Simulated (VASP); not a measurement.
# Se (P6_3/mmc) in VASP: further runs, part 2 of 2

VASP 6.6.1.

### 4 Single point, PBEsol

This run uses another cell than the first one, of 21.02 Å³/atom, 0.893 times its volume.

INCAR

```
SYSTEM = Se
PREC = Accurate
ENCUT = 520
EDIFF = 1E-6
ISMEAR = -1
SIGMA = 0.1
LREAL = .FALSE.
LASPH = .TRUE.
NELM = 100
ALGO = Normal
ISIF = 2
LWAVE = .FALSE.
LCHARG = .FALSE.
GGA = PS
NBANDS = 13
```

KPOINTS

```
regular mesh
0
G
  17 17 14
  0 0 0
```

POSCAR

```
Se
1.0
    3.5606106749      0.0000000000      0.0000000000
   -1.7803053375      3.0835792974      0.0000000000
    0.0000000000      0.0000000000      3.8294961084
Se
2
Direct
    0.3333333333      0.6666666667      0.2500000000
    0.6666666667      0.3333333333      0.7500000000
```

Potentials or basis: VASP PAW PBE potentials, release 64 (Se).

Command:

```sh
cat potpaw_PBE.64/Se/POTCAR > POTCAR
mpirun -np 1 vasp_std > vasp.out
```

OUTCAR:

```text
SYSTEM = Se
   PREC = Accurate
   ENCUT = 520
   EDIFF = 1E-6
   ISMEAR = -1
   LREAL = .FALSE.
   LASPH = .TRUE.
   NELM = 100
   ISIF = 2
   GGA = PS

 ion  position               nearest neighbor table
   1  0.333  0.667  0.250-
   2  0.667  0.333  0.750-

  LATTYP: Found a hexagonal cell.
 ALAT       =     3.5606106749
 C/A-ratio  =     1.0755166622

  Lattice vectors:

 A1 = (   3.5606106749,   0.0000000000,   0.0000000000)
 A2 = (  -1.7803053375,   3.0835792974,   0.0000000000)
 A3 = (   0.0000000000,   0.0000000000,   3.8294961084)

Analysis of symmetry for initial positions (statically):
=====================================================================
 Subroutine PRICEL returns:
 Original cell was already a primitive cell.

 Routine SETGRP: Setting up the symmetry group for a
 hexagonal supercell.

 Subroutine GETGRP returns: Found 24 space group operations
 (whereof 12 operations were pure point group operations)
 out of a pool of 24 trial point group operations.

The static configuration has the point symmetry D_3d.
 The point group associated with its full space group is D_6h.

Analysis of symmetry for dynamics (positions and initial velocities):
=====================================================================
 Subroutine PRICEL returns:
 Original cell was already a primitive cell.

 Routine SETGRP: Setting up the symmetry group for a
 hexagonal supercell.

 Subroutine GETGRP returns: Found 24 space group operations
 (whereof 12 operations were pure point group operations)
 out of a pool of 24 trial point group operations.

The dynamic configuration has the point symmetry D_3d.
 The point group associated with its full space group is D_6h.

 Subroutine INISYM returns: Found 24 space group operations
 (whereof 12 operations are pure point group operations),
 and found     1 'primitive' translations

----------------------------------------------------------------------------------------

                                     Primitive cell

  volume of cell :      42.0457

  direct lattice vectors                    reciprocal lattice vectors
     3.560610675  0.000000000  0.000000000     0.280850700  0.162149227  0.000000000
    -1.780305337  3.083579297  0.000000000     0.000000000  0.324298454  0.000000000
     0.000000000  0.000000000  3.829496108     0.000000000  0.000000000  0.261130961

  length of vectors
     3.560610675  3.560610675  3.829496108     0.324298454  0.324298454  0.261130961

  position of ions in fractional coordinates (direct lattice)
     0.333333333  0.666666667  0.250000000
     0.666666667  0.333333333  0.750000000

  ion indices of the primitive-cell ions
   primitive index   ion index
                 1           1
                 2           2

----------------------------------------------------------------------------------------

 KPOINTS: regular mesh

Automatic generation of k-mesh.
 Grid dimensions read from file:
 generate k-points for:   17   17   14

 Generating k-lattice:

  Cartesian coordinates                     Fractional coordinates (reciprocal lattice)
     0.016520629  0.009538190  0.000000000     0.058823529 -0.000000000  0.000000000
     0.000000000  0.019076380  0.000000000     0.000000000  0.058823529  0.000000000
     0.000000000  0.000000000  0.018652212     0.000000000  0.000000000  0.071428571

  Length of vectors
     0.019076380  0.019076380  0.018652212

  Shift w.r.t. Gamma in fractional coordinates (k-lattice)
     0.000000000  0.000000000  0.000000000

 Subroutine IBZKPT returns following result:
 ===========================================

 Found    264 irreducible k-points:

 Following reciprocal coordinates:
            Coordinates               Weight
  0.000000  0.000000  0.000000      1.000000
  0.058824 -0.000000  0.000000      6.000000
  0.117647 -0.000000  0.000000      6.000000
  0.176471 -0.000000  0.000000      6.000000
  0.235294 -0.000000  0.000000      6.000000
  0.294118 -0.000000  0.000000      6.000000
[... 16 lines left out ...]
  0.411765  0.117647  0.000000     12.000000
  0.176471  0.176471  0.000000      6.000000
 [... further k-points ...]
   k-points           NKPTS =    264   k-points in BZ     NKDIM =    264   number of bands    NBANDS=     13
   number of dos      NEDOS =    301   number of ions     NIONS =      2
   total plane-waves  NPLWV =  21952
   dimension x,y,z NGX =    28 NGY =   28 NGZ =   28
   dimension x,y,z NGXF=    56 NGYF=   56 NGZF=   56
   ions per type =               2
   NGX,Y,Z   is equivalent  to a cutoff of  13.07, 13.07, 12.16 a.u.
   NGXF,Y,Z  is equivalent  to a cutoff of  26.15, 26.15, 24.31 a.u.
 SYSTEM =  Se
   PREC   = accura    normal or accurate (medium, high low for compatibility)
   ISTART =      0    job   : 0-new  1-cont  2-samecut
   ICHARG =      2    charge: 1-file 2-atom 10-const
   ISPIN  =      1    spin polarized calculation?
   LNONCOLLINEAR =      F non collinear calculations
   LSORBIT =      F    spin-orbit coupling
   LASPH  =      T    aspherical Exc in radial PAW
   ENCUT  =  520.0 eV  38.22 Ry    6.18 a.u.   6.62  6.62  7.12*2*pi/ulx,y,z
   NELM   =    100;   NELMIN=  2; NELMDL= -5     # of ELM steps
   EDIFF  = 0.1E-05   stopping-criterion for ELM
   LREAL  =      F    real-space projection
   EDIFFG = 0.1E-04   stopping-criterion for IOM
   NSW    =      0    number of steps for IOM
   IBRION =     -1    ionic relax: 0-MD 1-quasi-New 2-CG
   NFREE  =      0    steps in history (QN), initial steepest desc. (CG)
   ISIF   =      2    stress and relaxation
   ISYM   =      2    0-nonsym 1-usesym 2-fastsym
   POTIM  = 0.5000    time-step for ionic-motion
   TEBEG  =    0.0;   TEEND  =   0.0 temperature during run
   PSTRESS=    0.0 pullay stress
   NELECT =      12.0000    total number of electrons
   NUPDOWN=      -1.0000    fix difference up-down
   EMIN   =  10.00;   EMAX   =-10.00  energy-range for DOS
   EFERMI =   0.00;   METHOD = LEGACY
   ISMEAR =    -1;   SIGMA  =   0.10  broadening in eV -4-tet -1-fermi 0-gaus
   EFERMI_NEDOS =   21; number of points for ismear=-14 and -15
   IALGO  =     38    algorithm
   IMIX   =      4    mixing-type and parameters
     AMIX     =   0.40;   BMIX     =  1.00
     AMIX_MAG =   1.60;   BMIX_MAG =  1.00
  volume/ion in A,a.u.               =      21.02       141.87
  Fermi-wavevector in a.u.,A,eV,Ry     =   1.077858  2.036856 15.806944  1.161778
  Thomas-Fermi vector in A             =   2.213781
   LORBIT       =      0    0 simple, 1 ext, 2 COOP (PROOUT), +10 PAW based schemes
   GGA     = PS    functional components
   LHFCALC =     F    Hartree Fock is set to
   AEXX    =    0.0000 exact exchange contribution
   IVDW    =     0    specifies the selected vdW correction
   LEPSILON=     F    determine dielectric tensor
   LRPA    =     F    only Hartree local field effects (RPA)
 non-spin polarized calculation
  energy-cutoff  :      520.00
  volume of cell :       42.05
 maximum number of plane-waves:      1166
 NGX is ok and might be reduce to    28
   NGX = 13   NGY = 13   NGZ = 15

 number of electron      12.0000002 magnetization

 Free energy of the ion-electron system (eV)
  ---------------------------------------------------
  ext. energy  EPLUGINS =         0.00000000
  ---------------------------------------------------
  free energy    TOTEN  =        -7.17090516 eV

  energy without entropy =       -7.13367372  energy(sigma->0) =       -7.15228944

 E-fermi :   5.2461     XC(G=0): -10.4570

 val. band max:        5.2356029926   @ k =   0.4118   0.1765   0.2143
 cond. band min:       5.2477358415   @ k =   0.3529   0.0588   0.0000
 fundamental gap:      0.0121328489
 Fermi energy:         5.2460735647

 k-point     1 :       0.0000    0.0000    0.0000
  band No.  band energies     occupation
      1     -11.1784      2.00000
      2      -4.9043      2.00000
      3      -0.0372      2.00000
      4       3.0533      2.00000
      5       3.0533      2.00000
      6       6.2233      0.00011
      7       6.2233      0.00011
      8       8.9618      0.00000
      9       9.2360      0.00000
     10      12.5766      0.00000
     11      15.3078      0.00000
     12      15.3078      0.00000
     13      17.0918      0.00000
[... 353 lines left out ...]
 k-point    24 :       0.1765    0.1765    0.0000
  band No.  band energies     occupation
      1     -10.1083      2.00000
      2      -6.0409      2.00000
      3       0.7641      2.00000
      4       1.1111      2.00000
      5       1.9242      2.00000
      6       5.2250      1.10478
      7       6.2364      0.00010
      8       6.8989      0.00000
      9      11.7275      0.00000
     10      11.8492      0.00000
     11      13.8996      0.00000
     12      17.3207      0.00000
     13      17.7306      0.00000

 [... further k-points ...]
[... 5 lines left out ...]
  --------------------------------------------------------------------------------------
  -------------------------------------------------------------------------------------
  Total        0.0683228      0.0683228     -0.1530791     -0.0000000      0.0000000      0.0000000
  in kB        2.6034849      2.6034849     -5.8331792     -0.0000000      0.0000000      0.0000000
  external PRESSURE =      -0.2087364 kB  Pullay stress =       0.0000000 kB

 VOLUME and BASIS-vectors are now :
 -----------------------------------------------------------------------------
  energy-cutoff  :      520.00
  volume of cell :       42.05
      direct lattice vectors                 reciprocal lattice vectors
     3.560610675  0.000000000  0.000000000     0.280850700  0.162149227  0.000000000
    -1.780305337  3.083579297  0.000000000     0.000000000  0.324298454  0.000000000
     0.000000000  0.000000000  3.829496108     0.000000000  0.000000000  0.261130961

 POSITION                                       TOTAL-FORCE (eV/Angst)
 -----------------------------------------------------------------------------------
     -0.00000      2.05572      0.95737         0.000000      0.000000      0.000000
      1.78031      1.02786      2.87212        -0.000000     -0.000000      0.000000
 -----------------------------------------------------------------------------------
    total drift:                               -0.000000      0.000000     -0.000000

  FREE ENERGIE OF THE ION-ELECTRON SYSTEM (eV)
  ---------------------------------------------------
  free  energy   TOTEN  =        -7.1709051625 eV

  energy  without entropy=       -7.1336737220  energy(sigma->0) =       -7.15228944
```

OSZICAR:

```text
N       E                     dE             d eps       ncg     rms          rms(c)
DAV:   1     0.474554909909E+02    0.47455E+02   -0.51978E+03  6864   0.791E+02
DAV:   2    -0.463984123403E+01   -0.52095E+02   -0.49820E+02  9487   0.135E+02
DAV:   3    -0.716177233488E+01   -0.25219E+01   -0.25039E+01  8839   0.316E+01
DAV:   4    -0.717430692842E+01   -0.12535E-01   -0.12533E-01  7829   0.260E+00
DAV:   5    -0.717435284270E+01   -0.45914E-04   -0.45913E-04  9000   0.160E-01    0.533E+00
DAV:   6    -0.717170087494E+01    0.26520E-02   -0.27152E-03  7844   0.308E-01    0.317E+00
DAV:   7    -0.717093061910E+01    0.77026E-03   -0.49437E-03  8259   0.427E-01    0.731E-02
DAV:   8    -0.717090384597E+01    0.26773E-04   -0.18905E-04  8169   0.813E-02    0.124E-02
DAV:   9    -0.717090532269E+01   -0.14767E-05   -0.47824E-06  8834   0.131E-02    0.470E-03
DAV:  10    -0.717090516247E+01    0.16022E-06   -0.58404E-07  5547   0.443E-03
   1 F= -.71709052E+01 E0= -.71522894E+01  d E =-.372314E-01
```

stdout:

```text
POSCAR found type information on POSCAR Se
 POSCAR found :  1 types and       2 ions
 scaLAPACK will be used
 -----------------------------------------------------------------------------
|                                                                             |
|                                                                             |
|     You enforced a specific xc type in the INCAR file but a different       |
|     I HOPE YOU KNOW WHAT YOU ARE DOING!                                     |
|                                                                             |
 -----------------------------------------------------------------------------

 LDA part: xc-table for (Slater+PW92), standard interpolation
 POSCAR, INCAR and KPOINTS ok, starting setup
 FFT: planning ... GRIDC
 FFT: planning ... GRID_SOFT
 FFT: planning ... GRID
 WAVECAR not read
 entering main loop
```

Wall time 54 s (1 thread of AMD EPYC 9R45 (Zen 5), shared host); peak memory 0.22 GiB.

Results:

```
Free energy            : -7.1709 eV
Pressure               : 0.0 GPa
Band gap on the k mesh : zero (band 6 reaches 6.22 eV, above the bottom of band 7 at 3.77 eV)
```

Levels at points of the mesh, in eV from the Fermi level:
```tsv
k point	band 4	band 5	band 6	band 7	band 8	band 9
(0.00, 0.00, 0.00)	-2.19	-2.19	0.98	0.98	3.72	3.99
(0.00, 0.00, 0.50)	-0.88	-0.51	-0.51	-0.51	-0.51	8.19
```

Caveat: the PAW data sets were made with another functional, which shifts forces and pressure a little.

### 5 The runs side by side

```csv
task,cell,k mesh,cutoff (eV),gap on the mesh (eV),pressure (GPa)
single point,"a = 3.698, b = 3.698, c = 3.977 Å, angles 90.0, 90.0, 120.0°, 2 atoms",12 × 12 × 9,520,none,-6.9
relaxation of cell and atoms,"relaxed from a = 3.136, b = 3.136, c = 5.121 Å, angles 90.0, 90.0, 120.0°, 2 atoms",12 × 12 × 6,600,none,0.1
single point,"a = 3.561, b = 3.561, c = 3.829 Å, angles 90.0, 90.0, 120.0°, 2 atoms",17 × 17 × 14,520,none,0.0
```

Alike in all rows: level PBEsol; potentials or basis VASP PAW PBE potentials, release 64 (Se); no spin polarisation; smearing fermi-dirac 0.1 eV.

Caveats: the PAW data sets were made with another functional, which shifts forces and pressure a little.

Absolute energies hang on the potentials; compare differences alone.
